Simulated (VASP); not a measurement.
LiH, 2 atoms in the cell. The structure is cubic, space group Pm-3m (No. 221). The conventional cell has a = 2.555 Å, b = 2.555 Å, c = 2.555 Å, α = 90.00°, β = 90.00°, γ = 90.00°. Li (site symmetry m-3m) has 8 H at 2.21 Å and 6 Li at 2.56 Å within 2.9 Å. Within 2.9 Å of H (site symmetry m-3m) lie 8 Li at 2.21 Å and 6 H at 2.56 Å.  This cell differs from its parent crystal: volume changed by +6%.

* Program: VASP 6.6.1
* Task: single point
* Functional: PBE
* Potentials or basis: VASP PAW PBE potentials, release 64 (Li_sv, H)
* Cutoff: 520 eV
* k mesh: 8 × 8 × 8
* Occupations: gaussian, width 0.01 eV
* Spin: no spin polarisation
* Dipole correction: no
* Further INCAR settings: ALGO = Normal; EDIFF = 1e-06; NBANDS = 9

Potentials or basis: VASP PAW PBE potentials, release 64 (Li_sv, H).

The run is started by

```sh
$ cat potpaw_PBE.64/Li_sv/POTCAR potpaw_PBE.64/H/POTCAR > POTCAR
$ mpirun -np 1 vasp_std > vasp.out
```

Hardware: 1 thread of Intel Xeon 6975P-C, on a shared host.

Task: How long does it take, and how much memory?

Result: Wall time 3.7 s on 1 thread of Intel Xeon 6975P-C (shared host), peak memory 0.12 GiB. Counts: scf iterations 10, k points 35.
